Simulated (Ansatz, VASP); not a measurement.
## WC in VASP and in Ansatz

Contents of INCAR:

```
SYSTEM = WC
ALGO = Normal ; EDIFF = 1E-6
ENCUT = 520 ; GGA = PE
ISIF = 2 ; ISMEAR = 0
LASPH = .TRUE. ; LCHARG = .FALSE.
LREAL = .FALSE. ; LWAVE = .FALSE.
NBANDS = 16 ; NELM = 60
PREC = Accurate ; SIGMA = 0.15
```

Contents of KPOINTS:

```
k-points
0
G
  18 18 16
  0 0 0
```

Contents of POSCAR:

```
WC
1.0
    2.9005014360      0.0000000000      0.0000000000
   -1.4502507180      2.5119079273      0.0000000000
    0.0000000000      0.0000000000      2.8290000000
W C
1 1
Direct
    0.0000000000      0.0000000000      0.0000000000
    0.6362538297      0.3181269149      0.4771903723
```

Input for Ansatz:

```yaml
crystal:
  lattice:
    - [2.900501436, 0.0, 0.0]
    - [-1.450250718, 2.5119079273, 0.0]
    - [0.0, 0.0, 2.829]
  atoms:
    - { symbol: W, position: [0.0, 0.0, 0.0] }
    - { symbol: C, position: [0.6362538297, 0.3181269149, 0.4771903723] }
basis:
  ecutwfc: 420
kpoints:
  mp_grid: { grid: [18, 18, 16] }
hamiltonian:
  xc: pbe
scf:
  occupations: { method: gaussian, width: 0.15 }
output:
  forces: true
  stress: true
  eigenvalues: true
```

Change from the starting cell: all C atoms moved +0.100 Å, as atom 2 towards its neighbour atom 1 (W) at 2.192 Å.

Alike in both runs: task single point; functional PBE; k mesh 18 × 18 × 16; occupations gaussian, width 0.15 eV; no spin polarisation.

```csv
,VASP,Ansatz
version,VASP 6.6.1,Ansatz 0.2.0
potentials or method,"VASP PAW PBE potentials, release 64 (W_sv, C), cutoff 520 eV","scalar-relativistic, plane waves, PAW"
valence electrons in the cell,18,18
```

Ansatz gave:

| Item | Value |
| --- | --- |
| gap on the k mesh at the Fermi level (eV) | none |
| pressure (GPa) | 10.4 |
| traceless stress, the component that is largest in VASP (GPa) | 3.18 |
| rms of the force components (eV/Å) | 0.940 |

Which values does VASP return?

gap on the k mesh at the Fermi level (eV): none; pressure (GPa): 11.5; traceless stress, the component that is largest in VASP (GPa): 3.24; rms of the force components (eV/Å): 0.945.

Atom by atom the forces differ by 0.006 eV/Å (rms over components). A gap of «none» marks a metal or a gap that the smearing closes. With one functional, cell and mesh, what is left measures potentials, basis and numerics.

Neither program's run includes spin-orbit coupling.
